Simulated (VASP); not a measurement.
# Zn2SnO3 (Cmc2_1) in VASP: single point with PBE

Aim: the single point of Zn2SnO3 with PBE.

All numbers are computed with VASP 6.6.1; they aren't measurements. Logs are shortened: lines on timing, memory, paths and dates and some standing lists are left out, and cuts for length are marked.

### Step 1. The cell of the first run

It takes space group Cmc2_1 (No. 36, orthorhombic). The conventional cell has a = 10.395 Å, b = 5.680 Å, c = 5.763 Å, α = 90.00°, β = 90.00°, γ = 90.00°. Within 2.6 Å of Zn (site symmetry 1) lie 4 O at 2.00 to 2.04 Å. Sn (site symmetry m) has 4 O at 2.12 to 2.66 Å within 2.8 Å. O (site symmetry 1) has 3 Zn at 2.00 to 2.04 Å and 1 Sn at 2.31 Å within 2.6 Å. Within 2.7 Å of O (site symmetry m) lie 2 Zn at 2.04 Å and 2 Sn at 2.12 to 2.66 Å.

### Step 2. Single point, PBE

File INCAR:

```
PREC = Accurate
ENCUT = 520
EDIFF = 1E-7
ISMEAR = 0
SIGMA = 0.01
LREAL = F
LASPH = T
NELM = 80
ALGO = Normal
ISIF = 2
LWAVE = F
LCHARG = F
GGA = PE
NBANDS = 68
```

File KPOINTS:

```
Automatic mesh
0
Gamma
  6 6 6
```

File POSCAR:

```
Zn2SnO3
1.0
    5.1974863640     -2.8397806240      0.0000000000
    5.1974863640      2.8397806240      0.0000000000
    0.0000000000      0.0000000000      5.7631099506
Zn Sn O
4 2 6
Direct
    0.4936725586      0.8472949325      0.9969381095
    0.1527050675      0.5063274414      0.9969381095
    0.8472949325      0.4936725586      0.4969381095
    0.5063274414      0.1527050675      0.4969381095
    0.2217572139      0.7782427861      0.5167642916
    0.7782427861      0.2217572139      0.0167642916
    0.5406574638      0.8327649039      0.3444668888
    0.1672350961      0.4593425362      0.3444668888
    0.8517541014      0.1482458986      0.4734257118
    0.8327649039      0.5406574638      0.8444668888
    0.4593425362      0.1672350961      0.8444668888
    0.1482458986      0.8517541014      0.9734257118
```

Potentials or basis: VASP PAW PBE potentials, release 64 (Zn, Sn_d, O).

Command:

```
$ cat potpaw_PBE.64/Zn/POTCAR potpaw_PBE.64/Sn_d/POTCAR potpaw_PBE.64/O/POTCAR > POTCAR
$ mpirun -np 1 vasp_std > vasp.out
```

OUTCAR:

```text
PREC = Accurate
   ENCUT = 520
   EDIFF = 1E-7
   ISMEAR = 0
   LREAL = F
   LASPH = T
   NELM = 80
   ISIF = 2
   GGA = PE

 ion  position               nearest neighbor table
   1  0.494  0.847  0.997-  11 2.00   7 2.02  12 2.04  10 2.04   6 3.14   5 3.34
   2  0.153  0.506  0.997-  10 2.00   8 2.02  12 2.04  11 2.04   6 3.14   5 3.34
   3  0.847  0.494  0.497-   8 2.00  10 2.02   9 2.04   7 2.04   5 3.14   6 3.34
   4  0.506  0.153  0.497-   7 2.00  11 2.02   9 2.04   8 2.04   5 3.14   6 3.34
   5  0.222  0.778  0.517-   9 2.12   8 2.31   7 2.31  12 2.66   3 3.14   4 3.14   2 3.34   1 3.34

   6  0.778  0.222  0.017-  12 2.12  11 2.31  10 2.31   9 2.66   1 3.14   2 3.14   4 3.34   3 3.34

   7  0.541  0.833  0.344-   4 2.00   1 2.02   3 2.04   5 2.31
   8  0.167  0.459  0.344-   3 2.00   2 2.02   4 2.04   5 2.31
   9  0.852  0.148  0.473-   3 2.04   4 2.04   5 2.12   6 2.66
  10  0.833  0.541  0.844-   2 2.00   3 2.02   1 2.04   6 2.31
  11  0.459  0.167  0.844-   1 2.00   4 2.02   2 2.04   6 2.31
  12  0.148  0.852  0.973-   1 2.04   2 2.04   6 2.12   5 2.66

  LATTYP: Found a base centered orthorhombic cell.
 ALAT       =     5.6795612480
 B/A-ratio  =     1.8302422096
 C/A-ratio  =     1.0147104149

  Lattice vectors:

 A1 = (  -5.1974863640,  -2.8397806240,   0.0000000000)
 A2 = (   5.1974863640,  -2.8397806240,   0.0000000000)
 A3 = (   0.0000000000,   0.0000000000,   5.7631099506)

Analysis of symmetry for initial positions (statically):
=====================================================================
 Subroutine PRICEL returns:
 Original cell was already a primitive cell.

 Routine SETGRP: Setting up the symmetry group for a
 base centered orthorhombic supercell.

 Subroutine GETGRP returns: Found  4 space group operations
 (whereof  2 operations were pure point group operations)
 out of a pool of  8 trial point group operations.

The static configuration has the point symmetry C_1h.
 The point group associated with its full space group is C_2v.

Analysis of symmetry for dynamics (positions and initial velocities):
=====================================================================
 Subroutine PRICEL returns:
 Original cell was already a primitive cell.

 Routine SETGRP: Setting up the symmetry group for a
 base centered orthorhombic supercell.

 Subroutine GETGRP returns: Found  4 space group operations
 (whereof  2 operations were pure point group operations)
 out of a pool of  8 trial point group operations.

The dynamic configuration has the point symmetry C_1h.
 The point group associated with its full space group is C_2v.

 Subroutine INISYM returns: Found  4 space group operations
 (whereof  2 operations are pure point group operations),
 and found     1 'primitive' translations

----------------------------------------------------------------------------------------

                                     Primitive cell

  volume of cell :     170.1238

  direct lattice vectors                    reciprocal lattice vectors
     5.197486364 -2.839780624  0.000000000     0.096200349 -0.176069939  0.000000000
     5.197486364  2.839780624  0.000000000     0.096200349  0.176069939  0.000000000
     0.000000000  0.000000000  5.763109951     0.000000000  0.000000000  0.173517425

  length of vectors
     5.922686763  5.922686763  5.763109951     0.200636812  0.200636812  0.173517425

  position of ions in fractional coordinates (direct lattice)
     0.493672559  0.847294932  0.996938110
     0.152705068  0.506327441  0.996938110
     0.847294932  0.493672559  0.496938110
     0.506327441  0.152705068  0.496938110
     0.221757214  0.778242786  0.516764292
     0.778242786  0.221757214  0.016764292
     0.540657464  0.832764904  0.344466889
     0.167235096  0.459342536  0.344466889
     0.851754101  0.148245899  0.473425712
     0.832764904  0.540657464  0.844466889
     0.459342536  0.167235096  0.844466889
     0.148245899  0.851754101  0.973425712

  ion indices of the primitive-cell ions
   primitive index   ion index
                 1           1
                 2           2
                 3           3
                 4           4
                 5           5
                 6           6
                 7           7
                 8           8
                 9           9
                10          10
                11          11
                12          12

----------------------------------------------------------------------------------------

 KPOINTS: Automatic mesh

Automatic generation of k-mesh.
 Grid dimensions read from file:
 generate k-points for:    6    6    6

 Generating k-lattice:

  Cartesian coordinates                     Fractional coordinates (reciprocal lattice)
     0.016033391 -0.029344990  0.000000000     0.166666667 -0.000000000  0.000000000
     0.016033391  0.029344990  0.000000000    -0.000000000  0.166666667  0.000000000
     0.000000000  0.000000000  0.028919571     0.000000000  0.000000000  0.166666667

  Length of vectors
     0.033439469  0.033439469  0.028919571

  Shift w.r.t. Gamma in fractional coordinates (k-lattice)
     0.000000000  0.000000000  0.000000000

 Subroutine IBZKPT returns following result:
 ===========================================

 Found     52 irreducible k-points:

 Following reciprocal coordinates:
            Coordinates               Weight
  0.000000  0.000000  0.000000      1.000000
  0.166667 -0.000000  0.000000      4.000000
  0.333333  0.000000  0.000000      4.000000
  0.500000  0.000000  0.000000      2.000000
  0.166667  0.166667  0.000000      2.000000
  0.333333  0.166667  0.000000      4.000000
[... 16 lines left out ...]
  0.333333  0.333333  0.166667      4.000000
  0.500000  0.333333  0.166667      8.000000
 [... further k-points ...]
   k-points           NKPTS =     52   k-points in BZ     NKDIM =     52   number of bands    NBANDS=     68
   number of dos      NEDOS =    301   number of ions     NIONS =     12
   total plane-waves  NPLWV = 110592
   dimension x,y,z NGX =    48 NGY =   48 NGZ =   48
   dimension x,y,z NGXF=    96 NGYF=   96 NGZF=   96
   ions per type =               4   2   6
   NGX,Y,Z   is equivalent  to a cutoff of  13.47, 13.47, 13.85 a.u.
   NGXF,Y,Z  is equivalent  to a cutoff of  26.95, 26.95, 27.69 a.u.
 SYSTEM =  unknown system
   PREC   = accura    normal or accurate (medium, high low for compatibility)
   ISTART =      0    job   : 0-new  1-cont  2-samecut
   ICHARG =      2    charge: 1-file 2-atom 10-const
   ISPIN  =      1    spin polarized calculation?
   LNONCOLLINEAR =      F non collinear calculations
   LSORBIT =      F    spin-orbit coupling
   LASPH  =      T    aspherical Exc in radial PAW
   ENCUT  =  520.0 eV  38.22 Ry    6.18 a.u.  11.01 11.01 10.72*2*pi/ulx,y,z
   NELM   =     80;   NELMIN=  2; NELMDL= -5     # of ELM steps
   EDIFF  = 0.1E-06   stopping-criterion for ELM
   LREAL  =      F    real-space projection
   EDIFFG = 0.1E-05   stopping-criterion for IOM
   NSW    =      0    number of steps for IOM
   IBRION =     -1    ionic relax: 0-MD 1-quasi-New 2-CG
   NFREE  =      0    steps in history (QN), initial steepest desc. (CG)
   ISIF   =      2    stress and relaxation
   ISYM   =      2    0-nonsym 1-usesym 2-fastsym
   POTIM  = 0.5000    time-step for ionic-motion
   TEBEG  =    0.0;   TEEND  =   0.0 temperature during run
   PSTRESS=    0.0 pullay stress
   NELECT =     112.0000    total number of electrons
   NUPDOWN=      -1.0000    fix difference up-down
   EMIN   =  10.00;   EMAX   =-10.00  energy-range for DOS
   EFERMI =   0.00;   METHOD = LEGACY
   ISMEAR =     0;   SIGMA  =   0.01  broadening in eV -4-tet -1-fermi 0-gaus
   EFERMI_NEDOS =   21; number of points for ismear=-14 and -15
   IALGO  =     38    algorithm
   IMIX   =      4    mixing-type and parameters
     AMIX     =   0.40;   BMIX     =  1.00
     AMIX_MAG =   1.60;   BMIX_MAG =  1.00
  volume/ion in A,a.u.               =      14.18        95.67
  Fermi-wavevector in a.u.,A,eV,Ry     =   1.424161  2.691274 27.595815  2.028235
  Thomas-Fermi vector in A             =   2.544682
   LORBIT       =      0    0 simple, 1 ext, 2 COOP (PROOUT), +10 PAW based schemes
   GGA     = PE    functional components
   LHFCALC =     F    Hartree Fock is set to
   AEXX    =    0.0000 exact exchange contribution
   IVDW    =     0    specifies the selected vdW correction
   LEPSILON=     F    determine dielectric tensor
   LRPA    =     F    only Hartree local field effects (RPA)
 non-spin polarized calculation
 Gauss-broadening in eV      SIGMA  =   0.01
  energy-cutoff  :      520.00
  volume of cell :      170.12
 maximum number of plane-waves:      4610
 NGX is ok and might be reduce to    48
   NGX = 23   NGY = 23   NGZ = 21

 number of electron     111.9999997 magnetization

 Free energy of the ion-electron system (eV)
  ---------------------------------------------------
  ext. energy  EPLUGINS =         0.00000000
  ---------------------------------------------------
  free energy    TOTEN  =       -56.72806389 eV

  energy without entropy =      -56.72806389  energy(sigma->0) =      -56.72806389

 E-fermi :   3.8989     XC(G=0): -10.5365

 val. band max:        3.7814878654   @ k =  -0.1667   0.1667   0.0000
 cond. band min:       5.1954306113   @ k =   0.5000   0.5000   0.0000
 fundamental gap:      1.4139427459
 Fermi energy:         3.8989418867

 k-point     1 :       0.0000    0.0000    0.0000
  band No.  band energies     occupation
      1     -17.3669      2.00000
      2     -17.3035      2.00000
      3     -17.2713      2.00000
      4     -17.2674      2.00000
      5     -17.2224      2.00000
      6     -17.2145      2.00000
[... 60 lines left out ...]
     67      11.1836      0.00000
     68      11.8309      0.00000
[... 1631 lines left out ...]
     67      11.0800      0.00000
     68      11.4417      0.00000

 [... further k-points ...]

------------------------ aborting loop because EDIFF is reached ----------------------------------------

  FORCE on cell =-STRESS in cart. coord.  units (eV):
  Direction    XX          YY          ZZ          XY          YZ          ZX
  --------------------------------------------------------------------------------------
  -------------------------------------------------------------------------------------
  Total        0.5875548      0.6825993      0.5327067      0.0000000      0.0000000      0.0000000
  in kB        5.5334235      6.4285253      5.0168793      0.0000000      0.0000000      0.0000000
  external PRESSURE =       5.6596094 kB  Pullay stress =       0.0000000 kB

 VOLUME and BASIS-vectors are now :
 -----------------------------------------------------------------------------
  energy-cutoff  :      520.00
  volume of cell :      170.12
      direct lattice vectors                 reciprocal lattice vectors
     5.197486364 -2.839780624  0.000000000     0.096200349 -0.176069939  0.000000000
     5.197486364  2.839780624  0.000000000     0.096200349  0.176069939  0.000000000
     0.000000000  0.000000000  5.763109951     0.000000000  0.000000000  0.173517425

 POSITION                                       TOTAL-FORCE (eV/Angst)
 -----------------------------------------------------------------------------------
      6.96966      1.00421      5.74546        -0.010964     -0.006291     -0.001994
      3.42531      1.00421      5.74546         0.010964     -0.006291     -0.001994
      6.96966     -1.00421      2.86391        -0.010964      0.006291     -0.001994
      3.42531     -1.00421      2.86391         0.010964      0.006291     -0.001994
      5.19749      1.58030      2.97817         0.000000     -0.037347      0.025862
      5.19749     -1.58030      0.09661         0.000000      0.037347      0.025862
      7.13834      0.82952      1.98520        -0.022260     -0.000170     -0.003524
      3.25663      0.82952      1.98520         0.022260     -0.000170     -0.003524
      5.19749     -1.99781      2.72840         0.000000      0.008419     -0.014828
      7.13834     -0.82952      4.86676        -0.022260      0.000170     -0.003524
      3.25663     -0.82952      4.86676         0.022260      0.000170     -0.003524
      5.19749      1.99781      5.60996         0.000000     -0.008419     -0.014828
 -----------------------------------------------------------------------------------
    total drift:                               -0.000005     -0.000000     -0.004013

  FREE ENERGIE OF THE ION-ELECTRON SYSTEM (eV)
  ---------------------------------------------------
  free  energy   TOTEN  =       -56.7280638892 eV

  energy  without entropy=      -56.7280638892  energy(sigma->0) =      -56.72806389
```

Run time: 22 min. Hardware: 1 thread of Intel Xeon 8259CL, shared host; peak memory 0.63 GiB.

What came out:

| Item | Value |
| --- | --- |
| Free energy | -56.7281 eV |
| Pressure | 0.6 GPa |
| Largest force | 0.045 eV/Å |
| Band gap on the k mesh | 1.41 eV (least direct gap 1.54 eV) |

Forces on the atoms (eV/Å):
```
Zn  -0.011 -0.006 -0.002
Zn   0.011 -0.006 -0.002
Zn  -0.011  0.006 -0.002
Zn   0.011  0.006 -0.002
Sn   0.000 -0.037  0.026
Sn   0.000  0.037  0.026
O   -0.022  0.000 -0.004
O    0.022  0.000 -0.004
O    0.000  0.008 -0.015
O   -0.022  0.000 -0.004
O    0.022  0.000 -0.004
O    0.000 -0.008 -0.015
```

Stress tensor (GPa, compression positive):
```
0.55 0.00 0.00
0.00 0.64 0.00
0.00 0.00 0.50
```

Caveat: spin-orbit coupling is left out, which moves the levels of the heavy elements. A k mesh can miss the band edges.
